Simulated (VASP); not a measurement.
Write the native input for VASP 6.6.1 that does the following.

| Property | Result |
| --- | --- |
| Task | relaxation of cell and atoms |
| Functional | PBE |
| Potentials or basis | VASP PAW PBE potentials, release 64 (As) |
| Cutoff | 600 eV |
| k mesh | 15 × 15 × 8 |
| Occupations | fermi-dirac, width 0.08 eV |
| Spin | no spin polarisation |
| Target pressure | 9.3 GPa |
| Dipole correction | no |
| Further INCAR settings | ALGO = Normal; EDIFF = 1e-06; IBRION = 2; EDIFFG = -0.005; NSW = 32; ISIF = 3 |

The structure of As lies in POSCAR:

```
As
1.0
    2.8970663851      0.0000000000      0.0000000000
   -1.4485331926      2.5089330859      0.0000000000
    0.0000000000      0.0000000000      4.8297410208
As
2
Direct
    0.3333333333      0.6666666667      0.2500000000
    0.6666666667      0.3333333333      0.7500000000
```

This isn't the form of As at room conditions, which is rhombohedral.

One way to write it, as run:

INCAR

```
PREC = Accurate
ENCUT = 600
EDIFF = 1E-6
ISMEAR = -1
SIGMA = 0.08
LREAL = False
LASPH = True
NELM = 60
ALGO = Normal
ISIF = 3
LWAVE = False
LCHARG = False
GGA = PE
IBRION = 2
NSW = 32
EDIFFG = -0.005
PSTRESS = 93.0
```

KPOINTS

```
regular mesh
0
Gamma
  15 15 8
```

Potentials or basis: VASP PAW PBE potentials, release 64 (As).

Run with:

```sh
$ cat potpaw_PBE.64/As/POTCAR > POTCAR
$ mpirun -np 1 vasp_std > vasp.out
```

Results of the run:

```
Relaxed volume                                             : 17.58 Å³/atom
Relaxed cell                                               : a = 2.899 Å, b = 2.899 Å, c = 4.832 Å, α = 90.00°, β = 90.00°, γ = 120.00°
Space group after relaxing (to 0.1 Å)                      : P6_3/mmc (No. 194)
Energy change on relaxing (the run minimises the enthalpy) : -1.4 meV/atom
Ionic steps                                                : 3
Pressure after relaxing                                    : 9.3 GPa
Band gap on the k mesh                                     : zero (bands 5 and 6 overlap by 9.74 eV)
```

Caveat: the cell is relaxed towards a set pressure, so the run minimises the enthalpy, not the energy.

Wall time 20 s on 1 thread of Intel(R) Xeon(R) 6975P-C (Granite Rapids), with other jobs on the host, peak memory 0.19 GiB.
